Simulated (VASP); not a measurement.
GaN, 2 atoms in the cell. It takes space group I-4m2 (No. 119, tetragonal). The conventional cell has a = 3.267 Å, b = 3.267 Å, c = 4.282 Å, α = 90.00°, β = 90.00°, γ = 90.00°. Ga (site symmetry -4m2) has 4 N at 1.95 Å within 2.6 Å. N (site symmetry -4m2) has 4 Ga at 1.95 Å within 2.6 Å.  This cell differs from its parent crystal: strain +0.025 along x and y, -0.050 along z.

| Quantity | Value |
| --- | --- |
| Program | VASP 6.6.1 |
| Task | single point |
| Functional | r2SCAN |
| Potentials or basis | VASP PAW PBE potentials, release 64 (Ga_d, N) |
| Cutoff | 520 eV |
| k mesh | 10 × 10 × 10 |
| Occupations | gaussian, width 0.05 eV |
| Spin | no spin polarisation |
| Dipole correction | no |
| Further INCAR settings | ALGO = Normal; EDIFF = 1e-06; NBANDS = 16 |

Potentials or basis: VASP PAW PBE potentials, release 64 (Ga_d, N).

Run with:

```bash
$ cat potpaw_PBE.64/Ga_d/POTCAR potpaw_PBE.64/N/POTCAR > POTCAR
$ cp INCAR.step1 INCAR
$ mpirun -np 1 vasp_std > vasp.out
$ cp INCAR.step2 INCAR
$ mpirun -np 1 vasp_std > vasp.out
```

Hardware: 1 thread of Intel Xeon 8259CL, with other jobs on the host.

**Question.** Estimate the wall time of this run.

**Answer.** Run time: 2.4 min on 1 thread of Intel Xeon 8259CL, with other jobs on the host, peak memory 0.17 GiB. Counts: k points 102.
